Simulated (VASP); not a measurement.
# Ta (Im-3m) in VASP: a series of runs

Ta is run at these levels: LDA; tasks: single point, relaxation of cell and atoms.

Everything below comes from runs of VASP 6.6.1. Logs are shortened: lines on timing, memory, paths and dates and some standing lists are left out, and cuts for length are marked.

## (1) The cell of the first run

Symmetry: Im-3m, No. 229, cubic system. The conventional cell has a = 3.256 Å, b = 3.256 Å, c = 3.256 Å, α = 90.00°, β = 90.00°, γ = 90.00°. Within 3.7 Å of Ta (site symmetry m-3m) lie 14 Ta at 2.82 to 3.26 Å.

## (2) Single point, LDA

Contents of INCAR:

```
SYSTEM = Ta
PREC = Accurate ; ENCUT = 520
EDIFF = 1E-7 ; ISMEAR = -1
SIGMA = 0.15 ; LREAL = .False.
LASPH = .True. ; NELM = 100
ALGO = Normal ; ISIF = 2
LWAVE = .False. ; LCHARG = .True.
GGA = CA ; LELF = .True.
LVHAR = .True. ; NBANDS = 12
```

Contents of KPOINTS:

```
Automatic mesh
0
Gamma
  16 16 16
  0 0 0
```

Contents of POSCAR:

```
Ta
1.0
   -1.6278024231      1.6278024231      1.6278024231
    1.6278024231     -1.6278024231      1.6278024231
    1.6278024231      1.6278024231     -1.6278024231
Ta
1
Direct
    0.0000000000      0.0000000000      0.0000000000
```

Potentials or basis: VASP PAW LDA potentials, release 64 (Ta_pv).

Started as:

```bash
> cat potpaw_LDA.64/Ta_pv/POTCAR > POTCAR
> mpirun -np 1 vasp_std > vasp.out
```

OUTCAR:

```text
SYSTEM = Ta
   PREC = Accurate
   ENCUT = 520
   EDIFF = 1E-7
   ISMEAR = -1
   LREAL = .False.
   LASPH = .True.
   NELM = 100
   ISIF = 2
   GGA = CA

 ion  position               nearest neighbor table
   1  0.000  0.000  0.000-

  LATTYP: Found a body centered cubic cell.
 ALAT       =     3.2556048462

  Lattice vectors:

 A1 = (  -1.6278024231,   1.6278024231,   1.6278024231)
 A2 = (   1.6278024231,  -1.6278024231,   1.6278024231)
 A3 = (   1.6278024231,   1.6278024231,  -1.6278024231)

Analysis of symmetry for initial positions (statically):
=====================================================================
 Subroutine PRICEL returns:
 Original cell was already a primitive cell.

 Routine SETGRP: Setting up the symmetry group for a
 body centered cubic supercell.

 Subroutine GETGRP returns: Found 48 space group operations
 (whereof 48 operations were pure point group operations)
 out of a pool of 48 trial point group operations.

The static configuration has the point symmetry O_h .

Analysis of symmetry for dynamics (positions and initial velocities):
=====================================================================
 Subroutine PRICEL returns:
 Original cell was already a primitive cell.

 Routine SETGRP: Setting up the symmetry group for a
 body centered cubic supercell.

 Subroutine GETGRP returns: Found 48 space group operations
 (whereof 48 operations were pure point group operations)
 out of a pool of 48 trial point group operations.

The dynamic configuration has the point symmetry O_h .

 Subroutine INISYM returns: Found 48 space group operations
 (whereof 48 operations are pure point group operations),
 and found     1 'primitive' translations

----------------------------------------------------------------------------------------

                                     Primitive cell

  volume of cell :      17.2530

  direct lattice vectors                    reciprocal lattice vectors
    -1.627802423  1.627802423  1.627802423     0.000000000  0.307162585  0.307162585
     1.627802423 -1.627802423  1.627802423     0.307162585  0.000000000  0.307162585
     1.627802423  1.627802423 -1.627802423     0.307162585  0.307162585  0.000000000

  length of vectors
     2.819436501  2.819436501  2.819436501     0.434393493  0.434393493  0.434393493

  position of ions in fractional coordinates (direct lattice)
     0.000000000  0.000000000  0.000000000

  ion indices of the primitive-cell ions
   primitive index   ion index
                 1           1

----------------------------------------------------------------------------------------

 KPOINTS: Automatic mesh

Automatic generation of k-mesh.
 Grid dimensions read from file:
 generate k-points for:   16   16   16

 Generating k-lattice:

  Cartesian coordinates                     Fractional coordinates (reciprocal lattice)
     0.000000000  0.019197662  0.019197662     0.062500000  0.000000000  0.000000000
     0.019197662  0.000000000  0.019197662     0.000000000  0.062500000  0.000000000
     0.019197662  0.019197662  0.000000000     0.000000000  0.000000000  0.062500000

  Length of vectors
     0.027149593  0.027149593  0.027149593

  Shift w.r.t. Gamma in fractional coordinates (k-lattice)
     0.000000000  0.000000000  0.000000000

 Subroutine IBZKPT returns following result:
 ===========================================

 Found    145 irreducible k-points:

 Following reciprocal coordinates:
            Coordinates               Weight
  0.000000  0.000000  0.000000      1.000000
  0.062500  0.000000  0.000000     12.000000
  0.125000  0.000000  0.000000     12.000000
  0.187500  0.000000  0.000000     12.000000
  0.250000  0.000000  0.000000     12.000000
  0.312500  0.000000  0.000000     12.000000
[... 16 lines left out ...]
  0.187500  0.187500  0.000000     24.000000
  0.250000  0.187500  0.000000     48.000000
 [... further k-points ...]
   k-points           NKPTS =    145   k-points in BZ     NKDIM =    145   number of bands    NBANDS=     12
   number of dos      NEDOS =    301   number of ions     NIONS =      1
   total plane-waves  NPLWV =  13824
   dimension x,y,z NGX =    24 NGY =   24 NGZ =   24
   dimension x,y,z NGXF=    48 NGYF=   48 NGZF=   48
   ions per type =               1
   NGX,Y,Z   is equivalent  to a cutoff of  14.15, 14.15, 14.15 a.u.
   NGXF,Y,Z  is equivalent  to a cutoff of  28.30, 28.30, 28.30 a.u.
 SYSTEM =  Ta
   PREC   = accura    normal or accurate (medium, high low for compatibility)
   ISTART =      0    job   : 0-new  1-cont  2-samecut
   ICHARG =      2    charge: 1-file 2-atom 10-const
   ISPIN  =      1    spin polarized calculation?
   LNONCOLLINEAR =      F non collinear calculations
   LSORBIT =      F    spin-orbit coupling
   LASPH  =      T    aspherical Exc in radial PAW
   ENCUT  =  520.0 eV  38.22 Ry    6.18 a.u.   5.24  5.24  5.24*2*pi/ulx,y,z
   NELM   =    100;   NELMIN=  2; NELMDL= -5     # of ELM steps
   EDIFF  = 0.1E-06   stopping-criterion for ELM
   LREAL  =      F    real-space projection
   EDIFFG = 0.1E-05   stopping-criterion for IOM
   NSW    =      0    number of steps for IOM
   IBRION =     -1    ionic relax: 0-MD 1-quasi-New 2-CG
   NFREE  =      0    steps in history (QN), initial steepest desc. (CG)
   ISIF   =      2    stress and relaxation
   ISYM   =      2    0-nonsym 1-usesym 2-fastsym
   POTIM  = 0.5000    time-step for ionic-motion
   TEBEG  =    0.0;   TEEND  =   0.0 temperature during run
   PSTRESS=    0.0 pullay stress
   NELECT =      11.0000    total number of electrons
   NUPDOWN=      -1.0000    fix difference up-down
   EMIN   =  10.00;   EMAX   =-10.00  energy-range for DOS
   EFERMI =   0.00;   METHOD = LEGACY
   ISMEAR =    -1;   SIGMA  =   0.15  broadening in eV -4-tet -1-fermi 0-gaus
   EFERMI_NEDOS =   21; number of points for ismear=-14 and -15
   IALGO  =     38    algorithm
   IMIX   =      4    mixing-type and parameters
     AMIX     =   0.40;   BMIX     =  1.00
     AMIX_MAG =   1.60;   BMIX_MAG =  1.00
  volume/ion in A,a.u.               =      17.25       116.43
  Fermi-wavevector in a.u.,A,eV,Ry     =   1.409021  2.662663 27.012181  1.985339
  Thomas-Fermi vector in A             =   2.531119
   LORBIT       =      0    0 simple, 1 ext, 2 COOP (PROOUT), +10 PAW based schemes
   GGA     = CA    functional components
   LHFCALC =     F    Hartree Fock is set to
   AEXX    =    0.0000 exact exchange contribution
   IVDW    =     0    specifies the selected vdW correction
   LEPSILON=     F    determine dielectric tensor
   LRPA    =     F    only Hartree local field effects (RPA)
 non-spin polarized calculation
  energy-cutoff  :      520.00
  volume of cell :       17.25
 maximum number of plane-waves:       476
 NGX is ok and might be reduce to    24
   NGX = 11   NGY = 11   NGZ = 11

 number of electron      11.0000000 magnetization

 Free energy of the ion-electron system (eV)
  ---------------------------------------------------
  ext. energy  EPLUGINS =         0.00000000
  ---------------------------------------------------
  free energy    TOTEN  =       -12.87373421 eV

  energy without entropy =      -12.78008958  energy(sigma->0) =      -12.82691189

 E-fermi :   5.7909     XC(G=0): -13.0152

 val. band max:        5.7869616993   @ k =   0.3125   0.0625   0.0000
 cond. band min:       5.8143985185   @ k =   0.3125   0.1250   0.1250
 fundamental gap:      0.0274368192
 Fermi energy:         5.7908567219

 k-point     1 :       0.0000    0.0000    0.0000
  band No.  band energies     occupation
      1     -26.9627      2.00000
      2     -26.9627      2.00000
      3     -26.9627      2.00000
      4      -2.2407      2.00000
      5       6.4323      0.02740
      6       6.4323      0.02740
      7       6.4323      0.02740
      8       9.8454      0.00000
      9       9.8454      0.00000
     10      19.6033      0.00000
     11      21.0370      0.00000
     12      21.0370      0.00000

 k-point     2 :       0.0625    0.0000    0.0000
  band No.  band energies     occupation
      1     -27.0204      2.00000
      2     -26.9802      2.00000
      3     -26.9631      2.00000
      4      -2.0550      2.00000
      5       6.3122      0.06002
      6       6.3993      0.03403
      7       6.6141      0.00823
      8       9.6485      0.00000
      9       9.8454      0.00000
     10      19.6033      0.00000
     11      21.2059      0.00000
     12      21.3581      0.00000

 k-point     3 :       0.1250    0.0000    0.0000
  band No.  band energies     occupation
      1     -27.1821      2.00000
      2     -27.0297      2.00000
      3     -26.9642      2.00000
      4      -1.5249      2.00000
      5       5.9889      0.42154
      6       6.2515      0.08867
      7       7.1523      0.00023
      8       9.2798      0.00000
      9       9.8585      0.00000
     10      19.6029      0.00000
     11      21.6114      0.00000
     12      22.2815      0.00000
[... 286 lines left out ...]
 k-point    23 :       0.1875    0.1875    0.0000
  band No.  band energies     occupation
      1     -27.9123      2.00000
      2     -27.2966      2.00000
      3     -27.0643      2.00000
      4       1.4172      2.00000
      5       4.6666      1.99889
      6       5.0580      1.98501
      7       8.8991      0.00000
      8      10.6792      0.00000
      9      11.3056      0.00000
     10      19.5912      0.00000
     11      20.4957      0.00000
     12      22.9841      0.00000

 k-point    24 :       0.2500    0.1875    0.0000
  band No.  band energies     occupation
      1     -28.0477      2.00000
      2     -27.4121      2.00000
      3     -27.0827      2.00000
      4       2.0416      2.00000
      5       4.4019      1.99981
      6       5.1547      1.97162
      7       9.1748      0.00000
      8      10.7665      0.00000
      9      12.8436      0.00000
     10      19.1257      0.00000
     11      19.6356      0.00000
     12      21.9498      0.00000

 [... further k-points ...]

------------------------ aborting loop because EDIFF is reached ----------------------------------------

  FORCE on cell =-STRESS in cart. coord.  units (eV):
  Direction    XX          YY          ZZ          XY          YZ          ZX
  --------------------------------------------------------------------------------------
  -------------------------------------------------------------------------------------
  Total        0.0910744      0.0910744      0.0910744      0.0000000      0.0000000     -0.0000000
  in kB        8.4574990      8.4574990      8.4574990      0.0000000      0.0000000     -0.0000000
  external PRESSURE =       8.4574990 kB  Pullay stress =       0.0000000 kB

 VOLUME and BASIS-vectors are now :
 -----------------------------------------------------------------------------
  energy-cutoff  :      520.00
  volume of cell :       17.25
      direct lattice vectors                 reciprocal lattice vectors
    -1.627802423  1.627802423  1.627802423     0.000000000  0.307162585  0.307162585
     1.627802423 -1.627802423  1.627802423     0.307162585  0.000000000  0.307162585
     1.627802423  1.627802423 -1.627802423     0.307162585  0.307162585  0.000000000

 POSITION                                       TOTAL-FORCE (eV/Angst)
 -----------------------------------------------------------------------------------
      0.00000      0.00000      0.00000        -0.000000      0.000000     -0.000000
 -----------------------------------------------------------------------------------
    total drift:                                0.000000      0.000000     -0.000000

  FREE ENERGIE OF THE ION-ELECTRON SYSTEM (eV)
  ---------------------------------------------------
  free  energy   TOTEN  =       -12.8737342083 eV

  energy  without entropy=      -12.7800895792  energy(sigma->0) =      -12.82691189
```

It took 27 s on 1 thread of Intel Xeon 8259CL, shared host; peak memory 0.15 GiB.

What came out:

```yaml
Free_energy: -12.8737 eV
Pressure: 0.8 GPa
Band_gap_on_the_k_mesh: zero (an odd number of electrons rules out a gap without spin polarisation)
```

Caveat: spin-orbit coupling is left out, which moves the levels of the heavy elements.

## (3) Relaxation of cell and atoms, LDA

This run uses another cell than the first one, of 17.12 Å³/atom.

Contents of INCAR:

```
SYSTEM = Ta
  PREC = Accurate
  ENCUT = 600
  EDIFF = 1E-6
  ISMEAR = 0
  SIGMA = 0.1
  LREAL = .FALSE.
  LASPH = .TRUE.
  NELM = 100
  ALGO = Normal
  ISIF = 3
  LWAVE = .FALSE.
  LCHARG = .FALSE.
  GGA = CA
  IBRION = 2
  NSW = 100
  EDIFFG = -0.002
```

Contents of KPOINTS:

```
Automatic mesh
0
G
  16 16 16
  0 0 0
```

Contents of POSCAR:

```
Ta
1.0
   -1.6234893961      1.6234893961      1.6234893961
    1.6234893961     -1.6234893961      1.6234893961
    1.6234893961      1.6234893961     -1.6234893961
Ta
1
Direct
    0.0000000000      0.0000000000      0.0000000000
```

Potentials or basis: VASP PAW LDA potentials, release 64 (Ta_pv).

Started as:

```bash
> cat potpaw_LDA.64/Ta_pv/POTCAR > POTCAR
> mpirun -np 1 vasp_std > vasp.out
```

Run time: 45 s. Hardware: 1 thread of Intel Xeon 8259CL, shared host; peak memory 0.15 GiB.

The run converged. Its results:

```
Free energy                           : -12.8275 eV
Relaxed volume                        : 17.28 Å³/atom
Relaxed cell                          : a = 2.821 Å, b = 2.821 Å, c = 2.821 Å, α = 109.47°, β = 109.47°, γ = 109.47°
Space group after relaxing (to 0.1 Å) : Im-3m (No. 229)
Energy gained by relaxing             : 1.0 meV/atom
Ionic steps                           : 3
Pressure after relaxing               : 0.0 GPa
Band gap on the k mesh                : zero (an odd number of electrons rules out a gap without spin polarisation)
```

Step by step:
```
step  energy change (eV)  largest force (eV/Å)  pressure (GPa)  volume (Å³)
   1              0.0000                0.0000            2.03        17.12
   2              0.0045                0.0000           -4.50        17.66
   3             -0.0010                0.0000           -0.01        17.28
```

Final structure:
```
Ta
1.0
    -1.62854    1.62854    1.62854
     1.62854   -1.62854    1.62854
     1.62854    1.62854   -1.62854
Ta
1
Direct
  0.00000 0.00000 0.00000
```

Levels at points of the mesh, in eV from the Fermi level:
| k point | band 1 | band 2 | band 3 | band 4 | band 5 | band 6 | band 7 | band 8 | band 9 |
| --- | --- | --- | --- | --- | --- | --- | --- | --- | --- |
| (0.00, 0.00, 0.00) | -32.72 | -32.72 | -32.72 | -7.99 | 0.68 | 0.68 | 0.68 | 4.09 | 4.09 |
| (0.50, 0.00, 0.00) | -34.09 | -33.16 | -32.73 | -4.55 | -1.70 | 1.95 | 4.00 | 5.06 | 8.18 |
| (0.50, 0.50, 0.50) | -33.67 | -33.67 | -33.67 | -4.07 | -4.07 | 7.14 | 7.14 | 7.14 | 9.15 |

Caveat: spin-orbit coupling is left out, which moves the levels of the heavy elements.
